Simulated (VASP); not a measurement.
HgTe:

```xyz
2
Lattice="0.0000 3.1800 3.1800 3.1800 0.0000 3.1800 3.1800 3.1800 0.0000" Properties=species:S:1:pos:R:3 pbc="T T T"
Hg    0.0000    0.0000    0.0000
Te    3.1800    3.1800    3.1800
```

- Program: VASP 6.6.1
- Task: relaxation of cell and atoms
- Functional: PBE
- Potentials or basis: VASP PAW PBE potentials, release 64 (Hg, Te)
- Cutoff: 600 eV
- k mesh: 9 × 9 × 9
- Occupations: fermi-dirac, width 0.1 eV
- Spin: no spin polarisation

At the start: pressure -3.5 GPa; volume 32.16 Å³/atom.

Q: Where does the relaxation end?

A: Over 3 steps the energy falls by 38.2 meV/atom and the volume is 29.06 Å³/atom (-9.6 %); space group Fm-3m (No. 225, to 0.05 Å).

Step by step:
```csv
step,energy change (eV),largest force (eV/Å),pressure (GPa),volume (Å³)
1,0.0000,0.0000,-3.53,64.31
2,-0.0762,0.0000,0.15,57.93
3,-0.0763,0.0000,0.00,58.12
```

Final structure:
```
Hg Te
1.0
     0.00000    3.07446    3.07446
     3.07446    0.00000    3.07446
     3.07446    3.07446    0.00000
Hg Te
1 1
Direct
  0.00000 0.00000 0.00000
  0.50000 0.50000 0.50000
```
